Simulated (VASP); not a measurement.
# MnO2 (P4_2/mnm) in VASP: single point with r2SCAN

Aim: the single point of MnO2 with r2SCAN.

All numbers are computed with VASP 6.6.1; they aren't measurements. Logs are shortened: lines on timing, memory, paths and dates and some standing lists are left out, and cuts for length are marked.

**1. The cell of the first run**

The structure is tetragonal, space group P4_2/mnm (No. 136). The conventional cell has a = 4.490 Å, b = 4.490 Å, c = 2.952 Å, α = 90.00°, β = 90.00°, γ = 90.00°. Within 2.6 Å of Mn (site symmetry mmm) lie 6 O at 1.93 Å. Within 2.6 Å of O (site symmetry m2m) lie 3 Mn at 1.93 Å and 1 O at 2.49 Å.

**2. Single point, r2SCAN, collinear spin, ferromagnetic start**

POSCAR reads:

```
MnO2
1.0
    4.4900881100      0.0000000000      0.0000000000
    0.0000000000      4.4900881100      0.0000000000
    0.0000000000      0.0000000000      2.9515669500
Mn O
2 4
Direct
    0.0000000000      0.0000000000      0.0000000000
    0.5000000000      0.5000000000      0.5000000000
    0.3040000000      0.3040000000      0.0000000000
    0.6960000000      0.6960000000      0.0000000000
    0.8040000000      0.1960000000      0.5000000000
    0.1960000000      0.8040000000      0.5000000000
```

INCAR.step1 reads:

```
SYSTEM = MnO2
  PREC = Accurate
  ENCUT = 660
  ISMEAR = -1
  SIGMA = 0.1
  LREAL = .False.
  LASPH = .True.
  NELM = 200
  ISPIN = 2
  MAGMOM = 3 3 0 0 0 0
  LMAXMIX = 4
  NBANDS = 38
  GGA = PE
  ALGO = Normal
  EDIFF = 1E-5
  LWAVE = .True.
  LCHARG = .False.
  GGA_COMPAT = .False.
```

INCAR.step2 reads:

```
SYSTEM = MnO2
  PREC = Accurate
  ENCUT = 660
  EDIFF = 1E-6
  ISMEAR = -1
  SIGMA = 0.1
  LREAL = .False.
  LASPH = .True.
  NELM = 200
  ALGO = Normal
  ISIF = 2
  LWAVE = .False.
  LCHARG = .False.
  ISPIN = 2
  MAGMOM = 3 3 0 0 0 0
  LORBIT = 11
  LMAXMIX = 4
  METAGGA = R2SCAN
  LMIXTAU = .True.
  NBANDS = 38
  ISTART = 1
  GGA_COMPAT = .False.
```

KPOINTS reads:

```
regular mesh
0
Gamma
  5 5 8
  0 0 0
```

Potentials or basis: VASP PAW PBE potentials, release 64 (Mn_pv, O).

On the command line:

```bash
cat potpaw_PBE.64/Mn_pv/POTCAR potpaw_PBE.64/O/POTCAR > POTCAR
cp INCAR.step1 INCAR
mpirun -np 1 vasp_std > vasp.out
cp INCAR.step2 INCAR
mpirun -np 1 vasp_std > vasp.out
```

OUTCAR:

```text
SYSTEM = MnO2
   PREC = Accurate
   ENCUT = 660
   EDIFF = 1E-6
   ISMEAR = -1
   LREAL = .False.
   LASPH = .True.
   NELM = 200
   ISIF = 2
   ISPIN = 2
   LORBIT = 11
   METAGGA = R2SCAN
   ISTART = 1

 ion  position               nearest neighbor table
   1  0.000  0.000  0.000-   3 1.93   4 1.93   5 1.93   6 1.93   5 1.93   6 1.93
   2  0.500  0.500  0.500-   5 1.93   6 1.93   3 1.93   4 1.93   3 1.93   4 1.93
   3  0.304  0.304  0.000-   1 1.93   2 1.93   2 1.93
   4  0.696  0.696  0.000-   1 1.93   2 1.93   2 1.93
   5  0.804  0.196  0.500-   2 1.93   1 1.93   1 1.93
   6  0.196  0.804  0.500-   2 1.93   1 1.93   1 1.93

  LATTYP: Found a simple tetragonal cell.
 ALAT       =     4.4900881100
 C/A-ratio  =     0.6573516772

  Lattice vectors:

 A1 = (   4.4900881100,   0.0000000000,   0.0000000000)
 A2 = (   0.0000000000,   4.4900881100,   0.0000000000)
 A3 = (   0.0000000000,   0.0000000000,   2.9515669500)

Analysis of symmetry for initial positions (statically):
=====================================================================
 Subroutine PRICEL returns:
 Original cell was already a primitive cell.

 Routine SETGRP: Setting up the symmetry group for a
 simple tetragonal supercell.

 Subroutine GETGRP returns: Found 16 space group operations
 (whereof  8 operations were pure point group operations)
 out of a pool of 16 trial point group operations.

The static configuration has the point symmetry D_2h.
 The point group associated with its full space group is D_4h.

Analysis of symmetry for dynamics (positions and initial velocities):
=====================================================================
 Subroutine PRICEL returns:
 Original cell was already a primitive cell.

 Routine SETGRP: Setting up the symmetry group for a
 simple tetragonal supercell.

 Subroutine GETGRP returns: Found 16 space group operations
 (whereof  8 operations were pure point group operations)
 out of a pool of 16 trial point group operations.

The dynamic configuration has the point symmetry D_2h.
 The point group associated with its full space group is D_4h.

Analysis of structural, dynamic, and magnetic symmetry:
=====================================================================
 Subroutine PRICEL returns:
 Original cell was already a primitive cell.

 Routine SETGRP: Setting up the symmetry group for a
 simple tetragonal supercell.

 Subroutine GETGRP returns: Found 16 space group operations
 (whereof  8 operations were pure point group operations)
 out of a pool of 16 trial point group operations.

The overall configuration has the point symmetry D_2h.
 The point group associated with its full space group is D_4h.

 Subroutine INISYM returns: Found 16 space group operations
 (whereof  8 operations are pure point group operations),
 and found     1 'primitive' translations

----------------------------------------------------------------------------------------

                                     Primitive cell

  volume of cell :      59.5062

  direct lattice vectors                    reciprocal lattice vectors
     4.490088110  0.000000000  0.000000000     0.222712779  0.000000000  0.000000000
     0.000000000  4.490088110  0.000000000     0.000000000  0.222712779  0.000000000
     0.000000000  0.000000000  2.951566950     0.000000000  0.000000000  0.338803089

  length of vectors
     4.490088110  4.490088110  2.951566950     0.222712779  0.222712779  0.338803089

  position of ions in fractional coordinates (direct lattice)
     0.000000000  0.000000000  0.000000000
     0.500000000  0.500000000  0.500000000
     0.304000000  0.304000000  0.000000000
     0.696000000  0.696000000  0.000000000
     0.804000000  0.196000000  0.500000000
     0.196000000  0.804000000  0.500000000

  ion indices of the primitive-cell ions
   primitive index   ion index
                 1           1
                 2           2
                 3           3
                 4           4
                 5           5
                 6           6

----------------------------------------------------------------------------------------
[... 49 lines left out ...]
  0.400000  0.200000  0.375000     16.000000
  0.400000  0.400000  0.375000      8.000000
 [... further k-points ...]
   k-points           NKPTS =     30   k-points in BZ     NKDIM =     30   number of bands    NBANDS=     38
   number of dos      NEDOS =    301   number of ions     NIONS =      6
   total plane-waves  NPLWV =  44800
   dimension x,y,z NGX =    40 NGY =   40 NGZ =   28
   dimension x,y,z NGXF=    80 NGYF=   80 NGZF=   56
   ions per type =               2   4
   NGX,Y,Z   is equivalent  to a cutoff of  14.81, 14.81, 15.77 a.u.
   NGXF,Y,Z  is equivalent  to a cutoff of  29.62, 29.62, 31.54 a.u.
 SYSTEM =  MnO2
   PREC   = accura    normal or accurate (medium, high low for compatibility)
   ISTART =      1    job   : 0-new  1-cont  2-samecut
   ICHARG =      0    charge: 1-file 2-atom 10-const
   ISPIN  =      2    spin polarized calculation?
   LNONCOLLINEAR =      F non collinear calculations
   LSORBIT =      F    spin-orbit coupling
   LASPH  =      T    aspherical Exc in radial PAW
   ENCUT  =  660.0 eV  48.51 Ry    6.96 a.u.   9.41  9.41  6.18*2*pi/ulx,y,z
   NELM   =    200;   NELMIN=  2; NELMDL=  0     # of ELM steps
   EDIFF  = 0.1E-05   stopping-criterion for ELM
   LREAL  =      F    real-space projection
   EDIFFG = 0.1E-04   stopping-criterion for IOM
   NSW    =      0    number of steps for IOM
   IBRION =     -1    ionic relax: 0-MD 1-quasi-New 2-CG
   NFREE  =      0    steps in history (QN), initial steepest desc. (CG)
   ISIF   =      2    stress and relaxation
   ISYM   =      2    0-nonsym 1-usesym 2-fastsym
   POTIM  = 0.5000    time-step for ionic-motion
   TEBEG  =    0.0;   TEEND  =   0.0 temperature during run
   PSTRESS=    0.0 pullay stress
   NELECT =      50.0000    total number of electrons
   NUPDOWN=      -1.0000    fix difference up-down
   EMIN   =  10.00;   EMAX   =-10.00  energy-range for DOS
   EFERMI =   0.00;   METHOD = LEGACY
   ISMEAR =    -1;   SIGMA  =   0.10  broadening in eV -4-tet -1-fermi 0-gaus
   EFERMI_NEDOS =   21; number of points for ismear=-14 and -15
   IALGO  =     38    algorithm
   IMIX   =      4    mixing-type and parameters
     AMIX     =   0.40;   BMIX     =  1.00
     AMIX_MAG =   1.60;   BMIX_MAG =  1.00
  volume/ion in A,a.u.               =       9.92        66.93
  Fermi-wavevector in a.u.,A,eV,Ry     =   1.544818  2.919283 32.469804  2.386463
  Thomas-Fermi vector in A             =   2.650285
   LORBIT       =     11    0 simple, 1 ext, 2 COOP (PROOUT), +10 PAW based schemes
   METAGGA = R2SCAN    functional components
   LHFCALC =     F    Hartree Fock is set to
   AEXX    =    0.0000 exact exchange contribution
   IVDW    =     0    specifies the selected vdW correction
   LEPSILON=     F    determine dielectric tensor
   LRPA    =     F    only Hartree local field effects (RPA)
 spin polarized calculation
  energy-cutoff  :      660.00
  volume of cell :       59.51
 maximum number of plane-waves:      2324
 NGX is ok and might be reduce to    40
   NGX = 19   NGY = 19   NGZ = 13

 number of electron      50.0000018 magnetization       6.0287455

 Free energy of the ion-electron system (eV)
  ---------------------------------------------------
  ext. energy  EPLUGINS =         0.00000000
  ---------------------------------------------------
  free energy    TOTEN  =       -65.21437817 eV

  energy without entropy =      -65.19794580  energy(sigma->0) =      -65.20616199

 E-fermi :   4.0360     XC(G=0): -12.4384

 val. band max:        3.9632364942   @ k =   0.0000   0.0000   0.1250
 cond. band min:       4.0713387372   @ k =   0.0000   0.0000   0.0000
 fundamental gap:      0.1081022429
 Fermi energy:         4.0360412213

 spin component 1

 k-point     1 :       0.0000    0.0000    0.0000
  band No.  band energies     occupation
      1     -48.8807      1.00000
      2     -48.8753      1.00000
      3     -48.8318      1.00000
      4     -48.8318      1.00000
      5     -48.7795      1.00000
      6     -48.7794      1.00000
[... 949 lines left out ...]
     36      17.8622      0.00000
     37      19.5942      0.00000

 [... further k-points ...]

 spin component 2

 k-point     1 :       0.0000    0.0000    0.0000
  band No.  band energies     occupation
      1     -44.7380      1.00000
      2     -44.7305      1.00000
      3     -44.6660      1.00000
      4     -44.6660      1.00000
      5     -44.6169      1.00000
      6     -44.6169      1.00000
[... 949 lines left out ...]
     36      18.7898      0.00000
     37      20.1131      0.00000

 [... further k-points ...]

 [bands above 37 left out]

------------------------ aborting loop because EDIFF is reached ----------------------------------------

  FORCE on cell =-STRESS in cart. coord.  units (eV):
  Direction    XX          YY          ZZ          XY          YZ          ZX
  --------------------------------------------------------------------------------------
  -------------------------------------------------------------------------------------
  Total       -5.2653130     -5.2653130     -7.2459331     -0.0000000      0.0000000      0.0000000
  in kB     -141.7661070   -141.7661070   -195.0933818     -0.0000000      0.0000000      0.0000000
  external PRESSURE =    -159.5418653 kB  Pullay stress =       0.0000000 kB

 VOLUME and BASIS-vectors are now :
 -----------------------------------------------------------------------------
  energy-cutoff  :      660.00
  volume of cell :       59.51
      direct lattice vectors                 reciprocal lattice vectors
     4.490088110  0.000000000  0.000000000     0.222712779  0.000000000  0.000000000
     0.000000000  4.490088110  0.000000000     0.000000000  0.222712779  0.000000000
     0.000000000  0.000000000  2.951566950     0.000000000  0.000000000  0.338803089

 POSITION                                       TOTAL-FORCE (eV/Angst)
 -----------------------------------------------------------------------------------
      0.00000      0.00000      0.00000         0.000000      0.000000      0.000000
      2.24504      2.24504      1.47578         0.000000      0.000000      0.000000
      1.36499      1.36499      0.00000         0.308819      0.308819     -0.000000
      3.12510      3.12510      0.00000        -0.308819     -0.308819      0.000000
      3.61003      0.88006      1.47578         0.308819     -0.308819      0.000000
      0.88006      3.61003      1.47578        -0.308819      0.308819      0.000000
 -----------------------------------------------------------------------------------
    total drift:                                0.000000     -0.000000     -0.000000

  FREE ENERGIE OF THE ION-ELECTRON SYSTEM (eV)
  ---------------------------------------------------
  free  energy   TOTEN  =       -65.2143781726 eV

  energy  without entropy=      -65.1979458039  energy(sigma->0) =      -65.20616199

 total charge

# of ion       s       p       d       tot
------------------------------------------
    1        0.351   6.403   4.757  11.511
    2        0.351   6.403   4.757  11.511
    3        1.567   3.458   0.000   5.025
    4        1.567   3.458   0.000   5.025
    5        1.567   3.458   0.000   5.025
    6        1.567   3.458   0.000   5.025
--------------------------------------------------
tot          6.971  26.638   9.513  43.123

 magnetization (x)

# of ion       s       p       d       tot
------------------------------------------
    1        0.016   0.026   2.861   2.903
    2        0.016   0.026   2.861   2.903
    3        0.001   0.016   0.000   0.017
    4        0.001   0.016   0.000   0.017
    5        0.001   0.016   0.000   0.017
    6        0.001   0.016   0.000   0.017
--------------------------------------------------
tot          0.037   0.115   5.722   5.874
```

Wall time 7.4 min (1 thread of Intel Xeon Platinum 8559C (Emerald Rapids), shared host); peak memory 0.34 GiB.

Results:

- Free energy: -65.2144 eV
- Pressure: -16.0 GPa
- Largest force: 0.437 eV/Å
- Band gap on the k mesh: zero (filled and empty bands overlap)
- Net moment: 6.03 μB per cell
- Site moments: Mn +2.90; O +0.02 μB
- Valence electrons inside the program's atomic spheres: Mn 11.51; O 5.03

Forces on the atoms (eV/Å):
```
Mn   0.000  0.000  0.000
Mn   0.000  0.000  0.000
O    0.309  0.309  0.000
O   -0.309 -0.309  0.000
O    0.309 -0.309  0.000
O   -0.309  0.309  0.000
```

Caveat: the PAW data sets were made with another functional, which shifts forces and pressure a little; semilocal functionals often make such compounds metallic where correlation or magnetic order opens a gap, which also shifts bond lengths; only a ferromagnetic start was run, and an antiferromagnetic order may lie lower in energy. With open d or f shells a metallic result of r2SCAN can be an artefact of self-interaction; +U or a hybrid may open a gap.
